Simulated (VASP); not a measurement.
**Si: single point with PBE**

Crystal: Si.

```
Si
1.0
     0.00000    2.62818    2.62818
     2.62818    0.00000    2.62818
     2.62818    2.62818    0.00000
Si
2
Direct
  0.00000 0.00000 0.00000
  0.25000 0.25000 0.25000
```

This cell differs from its parent crystal: volume changed by -10%.

- Program: VASP 6.6.1
- Task: single point
- Functional: PBE
- Potentials or basis: VASP PAW PBE potentials, release 64 (Si)
- Cutoff: 520 eV
- k mesh: 6 × 6 × 6
- Occupations: gaussian, width 0.01 eV
- Spin: no spin polarisation
- Dipole correction: no
- Further INCAR settings: ALGO = Normal; EDIFF = 1e-06; NBANDS = 11

```json
{
 "Pressure": "13.7 GPa",
 "Band gap on the k mesh": "0.49 eV, indirect (least direct gap 2.60 eV)"
}
```

Levels at points of the mesh, in eV from the valence-band top:
```tsv
k point	band 1	band 2	band 3	band 4	band 5	band 6	band 7	band 8
(0.00, 0.00, 0.00)	-12.66	0.00	0.00	0.00	2.60	2.60	2.60	4.54
(0.50, 0.00, 0.00)	-10.07	-7.46	-1.28	-1.28	1.89	3.27	3.27	7.84
(0.50, 0.50, 0.00)	-8.15	-8.15	-3.12	-3.12	0.49	0.49	10.98	10.98
```

Run time: 5.9 s on 1 thread of Intel(R) Xeon(R) 6975P-C (Granite Rapids), with other jobs on the host, peak memory 0.14 GiB.

 A k mesh can miss the band edges.
